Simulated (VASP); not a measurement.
# Li (P1) in VASP: a series of runs, part 2 of 2

VASP 6.6.1.

## 3. Single point, PBE+D3(BJ)

The input, INCAR:

```
ALGO     = Normal         # electronic algorithm
EDIFF    = 1E-6           # SCF threshold, eV
ENCUT    = 520            # plane-wave cutoff, eV
GGA      = PE             # functional
ISIF     = 2              # what is computed and relaxed
ISMEAR   = -1             # smearing method
IVDW     = 12             # dispersion correction
LASPH    = T              # aspherical terms in the spheres
LCHARG   = T              # write CHGCAR
LELF     = T              # ELF
LREAL    = Auto         
LVHAR    = T            
LWAVE    = F              # write WAVECAR
NBANDS   = 38             # bands
NELM     = 100            # most SCF steps
PREC     = Accurate       # precision mode
SIGMA    = 0.11           # smearing width, eV
```

The input, KPOINTS:

```
k-points
0
Gamma
  2 2 2
```

The input, POSCAR:

```
Li
1.0
    7.0944470000      0.0000000000      0.0000000000
    0.0000000000      7.0944470000      0.0000000000
    0.0000000000      0.0000000000      7.0944470000
Li
16
Direct
    0.0137572386     -0.0527736693     -0.1350915723
    0.5364477316      0.0921142973      0.0077102556
    0.0568754689      0.4758933290     -0.0439921533
    0.0457681902     -0.0912262788      0.4730742227
    0.2469678045      0.1564040157      0.2943287898
    0.4779371810      0.4516913017      0.0339984216
    0.5138666904     -0.0714784394      0.4858870607
    0.8428141052      0.3666811522      0.2815582384
    0.0762004424      0.5643286926      0.4104900636
    0.2914251104      0.7630474933      0.1784776178
    0.2895363092      0.3009395940      0.6491556001
    0.4953169711      0.5046482129      0.4462504266
    0.7831336255      0.8382612486      0.2006216975
    0.8033325219      0.2798103926      0.6750631867
    0.3041956618      0.7393810962      0.7818368366
    0.7430459344      0.7018728873      0.8291273442
```

Potentials or basis: VASP PAW PBE potentials, release 64 (Li_sv).

Command:

```console
$ cat potpaw_PBE.64/Li_sv/POTCAR > POTCAR
$ mpirun -np 1 vasp_std > vasp.out
```

It took 1.8 min on 1 thread of AMD EPYC 7R13 (Zen 3), shared host; peak memory 0.34 GiB.

It converged, with:

| Quantity | Value |
| --- | --- |
| Free energy | -30.8699 eV |
| Largest force | 0.893 eV/Å |
| Band gap on the k mesh | zero (band 24 reaches 0.59 eV, above the bottom of band 25 at -0.13 eV) |
| Dispersion energy per atom | -0.154 eV |

Forces on the atoms (eV/Å):
```
Li   0.173  0.603  0.407
Li   0.048 -0.330 -0.264
Li   0.044 -0.061  0.131
Li  -0.193  0.305  0.390
Li  -0.107  0.392 -0.449
Li   0.095  0.230  0.006
Li   0.156  0.185  0.212
Li  -0.484 -0.610 -0.436
Li   0.338 -0.009  0.497
Li   0.053  0.103 -0.129
Li  -0.230 -0.357  0.487
Li   0.274  0.315 -0.134
Li  -0.010 -0.277 -0.016
Li  -0.112 -0.123  0.043
Li   0.269 -0.090 -0.345
Li  -0.312 -0.278 -0.400
```

Levels at points of the mesh, in eV from the Fermi level:
```tsv
k point	band 19	band 20	band 21	band 22	band 23	band 24	band 25	band 26	band 27	band 28
(0.00, 0.00, 0.00)	-1.03	-0.99	-0.93	-0.89	-0.82	0.40	0.54	0.59	0.67	0.79
(0.50, 0.00, 0.00)	-0.69	-0.61	-0.57	-0.40	-0.38	-0.33	-0.24	-0.14	1.04	1.33
(0.00, 0.50, 0.00)	-0.66	-0.55	-0.54	-0.46	-0.40	-0.37	-0.20	-0.16	1.08	1.24
(0.00, 0.00, 0.50)	-0.60	-0.54	-0.51	-0.43	-0.40	-0.37	-0.31	-0.25	1.25	1.28
(0.50, 0.50, 0.00)	-2.08	-1.95	-0.21	-0.15	0.02	0.07	0.21	0.30	0.45	0.57
(0.00, 0.50, 0.50)	-2.07	-1.95	-0.28	-0.25	-0.02	0.08	0.29	0.38	0.56	0.73
(0.50, 0.00, 0.50)	-2.07	-2.00	-0.29	-0.04	0.00	0.09	0.19	0.31	0.50	0.69
(0.50, 0.50, 0.50)	-1.61	-1.59	-1.48	-1.44	-1.35	-1.32	1.79	2.00	2.07	2.20
```

Caveat: the k points lie up to 0.44 Å⁻¹ apart.

## 4. Single point, PBE+D3(BJ)

The input, INCAR:

```
SYSTEM = Li
PREC = Accurate ; ENCUT = 520
EDIFF = 1E-6 ; ISMEAR = -1
SIGMA = 0.11 ; LREAL = Auto
LASPH = .True. ; NELM = 100
ALGO = Normal ; ISIF = 2
LWAVE = .False. ; LCHARG = .True.
GGA = PE ; IVDW = 12
LELF = .True. ; LVHAR = .True.
NBANDS = 38
```

The input, KPOINTS:

```
regular mesh
0
Gamma
  2 2 2
  0 0 0
```

The input, POSCAR:

```
Li
1.0
    7.0944470000      0.0000000000      0.0000000000
    0.0000000000      7.0944470000      0.0000000000
    0.0000000000      0.0000000000      7.0944470000
Li
16
Direct
    0.0454017064     -0.0329976389     -0.1689772297
    0.4911024073      0.0765669262     -0.0242161228
    0.0563821253      0.4517617793     -0.0310947421
   -0.1124823401     -0.0620626245      0.5020123485
    0.2175645262      0.1983100304      0.3333170295
    0.5059872884      0.4742018652     -0.0050462002
    0.5389990228      0.0247235620      0.5997789539
    0.7669378600      0.2654611417      0.2185653089
    0.1127501552      0.5540107636      0.4396114313
    0.3113561917      0.8028109872      0.1714439476
    0.2761596499      0.3116240068      0.6918932512
    0.5619183567      0.5067625426      0.4481956099
    0.8238979021      0.8729644467      0.1395457602
    0.7714766211      0.2601048397      0.7630897799
    0.3446780278      0.7295001288      0.7104993525
    0.7522080297      0.6603192610      0.7391696633
```

Command:

```console
$ cat potpaw_PBE.64/Li_sv/POTCAR > POTCAR
$ mpirun -np 1 vasp_std > vasp.out
```

Run time: 1.8 min. Hardware: 1 thread of AMD EPYC 7R13 (Zen 3), shared host; peak memory 0.34 GiB.

The run converged. Its results:

```
Free energy                : -30.9784 eV
Largest force              : 0.599 eV/Å
Band gap on the k mesh     : zero (band 24 reaches 0.60 eV, above the bottom of band 25 at -0.11 eV)
Dispersion energy per atom : -0.154 eV
```

Forces on the atoms (eV/Å):
```
Li   0.337  0.177  0.279
Li  -0.052 -0.042  0.026
Li   0.046  0.241  0.279
Li   0.363  0.104 -0.198
Li   0.063 -0.320 -0.371
Li  -0.144  0.150  0.117
Li  -0.219 -0.036 -0.556
Li   0.238 -0.052  0.166
Li  -0.521  0.256 -0.030
Li  -0.075 -0.135  0.216
Li   0.120 -0.149  0.194
Li  -0.117 -0.008 -0.197
Li  -0.218 -0.432 -0.224
Li   0.221  0.107 -0.172
Li  -0.213 -0.009  0.164
Li   0.172  0.147  0.307
```

Levels at points of the mesh, in eV from the Fermi level:
```tsv
k point	band 21	band 22	band 23	band 24	band 25	band 26
(0.00, 0.00, 0.00)	-0.94	-0.87	-0.83	0.41	0.52	0.59
(0.50, 0.00, 0.00)	-0.48	-0.47	-0.42	-0.33	-0.30	-0.21
(0.00, 0.50, 0.00)	-0.50	-0.46	-0.42	-0.28	-0.25	-0.23
(0.00, 0.00, 0.50)	-0.51	-0.44	-0.39	-0.33	-0.22	-0.14
(0.50, 0.50, 0.00)	-0.20	-0.06	-0.03	0.08	0.26	0.30
(0.00, 0.50, 0.50)	-0.25	-0.22	0.06	0.07	0.16	0.26
(0.50, 0.00, 0.50)	-0.31	-0.10	0.04	0.11	0.13	0.33
(0.50, 0.50, 0.50)	-1.51	-1.46	-1.37	-1.33	1.83	1.94
```

Caveat: the k points lie up to 0.44 Å⁻¹ apart.

## 5. Single point, PBE+D3(BJ)

The input, INCAR:

```
SYSTEM = Li
PREC = Accurate
ENCUT = 520
EDIFF = 1E-6
ISMEAR = -1
SIGMA = 0.11
LREAL = Auto
LASPH = .True.
NELM = 100
ALGO = Normal
ISIF = 2
LWAVE = .False.
LCHARG = .False.
GGA = PE
IVDW = 12
NBANDS = 38
```

KPOINTS is that of step 4.

The input, POSCAR:

```
Li
1.0
    7.0944470000      0.0000000000      0.0000000000
    0.0000000000      7.0944470000      0.0000000000
    0.0000000000      0.0000000000      7.0944470000
Li
16
Direct
    0.1071401337     -0.0634439865     -0.0893374776
    0.4879872949      0.0100924004     -0.0113891893
    0.0844463282      0.4859998249      0.0197478394
   -0.1060688733      0.0338715618      0.5227186841
    0.2172262334      0.1783930446      0.3236897816
    0.5089191589      0.5183349738      0.0119107240
    0.5108502467      0.0648394441      0.5475268192
    0.7996535882      0.2309834720      0.2036240457
    0.0515332626      0.5840342454      0.4829269991
    0.3356850788      0.7732526580      0.2601189353
    0.2798244881      0.2711275452      0.7263709208
    0.6071650123      0.5354046623      0.3850617250
    0.8012745743      0.8241798127      0.1184165588
    0.7845290831      0.2899450796      0.7752401279
    0.3640030012      0.7437084243      0.6951634144
    0.7975110675      0.7116833772      0.6940075809
```

Command:

```console
$ cat potpaw_PBE.64/Li_sv/POTCAR > POTCAR
$ mpirun -np 1 vasp_std > vasp.out
```

Wall time 1.7 min (1 thread of AMD EPYC 7R13 (Zen 3), shared host); peak memory 0.34 GiB.

It converged, with:

| Property | Result |
| --- | --- |
| Free energy | -31.1631 eV |
| Largest force | 0.758 eV/Å |
| Band gap on the k mesh | zero (band 24 reaches 0.62 eV, above the bottom of band 25 at -0.12 eV) |
| Dispersion energy per atom | -0.154 eV |

Forces in eV/Å, atoms in the order of the input:
```
Li  -0.156  0.193 -0.065
Li   0.206  0.280 -0.095
Li  -0.079  0.181  0.029
Li   0.473 -0.244 -0.083
Li   0.008  0.180 -0.369
Li   0.024 -0.160 -0.289
Li   0.388 -0.239 -0.289
Li  -0.067  0.109 -0.113
Li   0.174 -0.343 -0.310
Li  -0.270  0.236  0.078
Li  -0.257  0.357  0.085
Li   0.038 -0.274  0.371
Li   0.011 -0.263  0.316
Li  -0.019  0.115  0.101
Li  -0.036 -0.207  0.018
Li  -0.439  0.078  0.613
```

Levels at points of the mesh, in eV from the Fermi level:
| k point | band 20 | band 21 | band 22 | band 23 | band 24 | band 25 | band 26 | band 27 |
| --- | --- | --- | --- | --- | --- | --- | --- | --- |
| (0.00, 0.00, 0.00) | -0.99 | -0.96 | -0.88 | -0.86 | 0.44 | 0.51 | 0.61 | 0.62 |
| (0.50, 0.00, 0.00) | -0.56 | -0.48 | -0.43 | -0.39 | -0.34 | -0.29 | -0.27 | 1.19 |
| (0.00, 0.50, 0.00) | -0.55 | -0.50 | -0.43 | -0.38 | -0.35 | -0.31 | -0.23 | 1.18 |
| (0.00, 0.00, 0.50) | -0.55 | -0.51 | -0.48 | -0.37 | -0.34 | -0.25 | -0.19 | 1.13 |
| (0.50, 0.50, 0.00) | -2.04 | -0.21 | -0.13 | 0.04 | 0.08 | 0.24 | 0.29 | 0.45 |
| (0.00, 0.50, 0.50) | -2.04 | -0.18 | -0.08 | 0.06 | 0.08 | 0.13 | 0.25 | 0.43 |
| (0.50, 0.00, 0.50) | -2.04 | -0.13 | -0.11 | -0.08 | 0.04 | 0.22 | 0.38 | 0.53 |
| (0.50, 0.50, 0.50) | -1.52 | -1.51 | -1.49 | -1.47 | -1.43 | 1.90 | 2.06 | 2.13 |

Caveat: the k points lie up to 0.44 Å⁻¹ apart.
